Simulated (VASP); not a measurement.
Input of a VASP 6.6.1 run:

Contents of INCAR:

```
SYSTEM = Al
ALGO = Normal
EDIFF = 1E-6
ENCUT = 520
GGA = PE
ISIF = 2
ISMEAR = 1
LASPH = .TRUE.
LCHARG = .FALSE.
LREAL = .FALSE.
LWAVE = .FALSE.
NBANDS = 8
NELM = 80
PREC = Accurate
SIGMA = 0.2
```

The input KPOINTS:

```
k-points
0
G
  14 14 14
  0 0 0
```

POSCAR

```
Al
1.0
    0.0000000000      2.0248050000      2.0248050000
    2.0248050000      0.0000000000      2.0248050000
    2.0248050000      2.0248050000      0.0000000000
Al
1
Direct
    0.0000000000      0.0000000000      0.0000000000
```

Potentials or basis: VASP PAW PBE potentials, release 64 (Al).

Command:

```bash
$ cat potpaw_PBE.64/Al/POTCAR > POTCAR
$ mpirun -np 1 vasp_std > vasp.out
```

(1) Estimate the pressure.

Answers

(1) -0.8 GPa.
